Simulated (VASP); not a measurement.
Set up this calculation in VASP 6.6.1, as the native input.

```
Task                   : single point
Functional             : r2SCAN
Potentials or basis    : VASP PAW PBE potentials, release 64 (Cu)
Cutoff                 : 520 eV
k mesh                 : 20 × 20 × 14
Occupations            : gaussian, width 0.1 eV
Spin                   : no spin polarisation
Dipole correction      : no
Further INCAR settings : ALGO = Normal; EDIFF = 1e-07; NBANDS = 18
```

Crystal: Cu.

```
CELL_PARAMETERS angstrom
1.76175 1.76175 0.00000
-1.76175 1.76175 0.00000
0.00000 0.00000 3.71973
ATOMIC_POSITIONS crystal
Cu 0.00000 0.00000 0.00000
Cu 0.50000 0.50000 0.50000
```

This cell differs from its parent crystal: uniaxial strain along c: +4.0 %, then relaxed in part.

One way to write it, as run:

POSCAR

```
Cu
1.0
    1.7617540709      1.7617540709      0.0000000000
   -1.7617540709      1.7617540709      0.0000000000
    0.0000000000      0.0000000000      3.7197287203
Cu
2
Direct
    0.0000000000      0.0000000000      0.0000000000
    0.5000000000      0.5000000000      0.5000000000
```

INCAR.step1

```
PREC = Accurate ; ENCUT = 520
ISMEAR = 0 ; SIGMA = 0.1
LREAL = False ; LASPH = True
NELM = 60 ; NBANDS = 18
GGA = PE ; ALGO = Normal
EDIFF = 1E-4 ; LWAVE = True
LCHARG = False
```

INCAR.step2

```
PREC = Accurate ; ENCUT = 520
EDIFF = 1E-7 ; ISMEAR = 0
SIGMA = 0.1 ; LREAL = False
LASPH = True ; NELM = 60
ALGO = Normal ; ISIF = 2
LWAVE = False ; LCHARG = False
METAGGA = R2SCAN ; LMIXTAU = True
NBANDS = 18 ; ISTART = 1
```

KPOINTS

```
regular mesh
0
Gamma
  20 20 14
```

Potentials or basis: VASP PAW PBE potentials, release 64 (Cu).

The run is started by

```console
$ cat potpaw_PBE.64/Cu/POTCAR > POTCAR
$ cp INCAR.step1 INCAR
$ mpirun -np 1 vasp_std > vasp.out
$ cp INCAR.step2 INCAR
$ mpirun -np 1 vasp_std > vasp.out
```

Results of the run:

```json
{
 "Pressure": "-0.7 GPa",
 "Band gap on the k mesh": "zero (band 11 reaches 14.31 eV, above the bottom of band 12 at 5.67 eV)"
}
```

Caveat: the cell differs from its parent crystal (uniaxial strain along c: +4.0 %, then relaxed in part); the PAW data sets were made with another functional, which shifts forces and pressure a little.

Run time: 8.8 min on 1 thread of Intel(R) Xeon(R) Platinum 8488C (Sapphire Rapids) (shared host), peak memory 0.28 GiB.
